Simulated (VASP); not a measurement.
ZnO: single point with PBE

Crystal: ZnO.

```
CELL_PARAMETERS angstrom
3.19423 0.00000 0.00000
-1.59711 2.76628 0.00000
0.00000 0.00000 5.11746
ATOMIC_POSITIONS crystal
Zn 0.33333 0.66667 0.50000
Zn 0.66667 0.33333 0.00000
O 0.66667 0.33333 0.37901
O 0.33333 0.66667 0.87901
```

| Item | Value |
| --- | --- |
| Program | VASP 6.6.1 |
| Task | single point |
| Functional | PBE |
| Potentials or basis | VASP PAW PBE potentials, release 64 (Zn, O_h) |
| Cutoff | 1340 eV |
| k mesh | 12 × 12 × 4 |
| Occupations | gaussian, width 0.01 eV |
| Spin | no spin polarisation |
| Dipole correction | no |
| Further INCAR settings | ALGO = Normal; EDIFF = 1e-06; NBANDS = 26 |

```json
{
  "Pressure": "14.7 GPa",
  "Largest force": "0.093 eV/Å",
  "Band gap on the k mesh": "0.87 eV"
}
```

Forces in eV/Å, atoms in the order of the input:
```
Zn   0.000  0.000 -0.093
Zn   0.000  0.000 -0.093
O    0.000  0.000  0.093
O    0.000  0.000  0.093
```

Stress tensor (GPa, compression positive):
```
14.00  0.00  0.00
 0.00 14.00  0.00
 0.00  0.00 16.05
```

Levels at points of the mesh, in eV from the valence-band top:
```
           k point  band 15  band 16  band 17  band 18  band 19  band 20  band 21  band 22
(0.00, 0.00, 0.00)    -0.87    -0.09     0.00     0.00     0.87     5.40     8.44    13.11
(0.50, 0.00, 0.00)    -2.97    -2.45    -1.36    -0.89     6.00     6.92     7.68     8.83
(0.00, 0.00, 0.50)    -0.43    -0.43    -0.43    -0.43     3.58     3.58    10.33    10.33
(0.50, 0.00, 0.50)    -1.62    -1.62    -1.45    -1.45     5.81     5.81     8.72     8.72
```

It took 100 s on 1 thread of Intel(R) Xeon(R) 6975P-C (Granite Rapids), with other jobs on the host, peak memory 0.46 GiB.

Caveat: the cell stands under pressure. As with any semilocal functional, this PBE gap is likely too small.
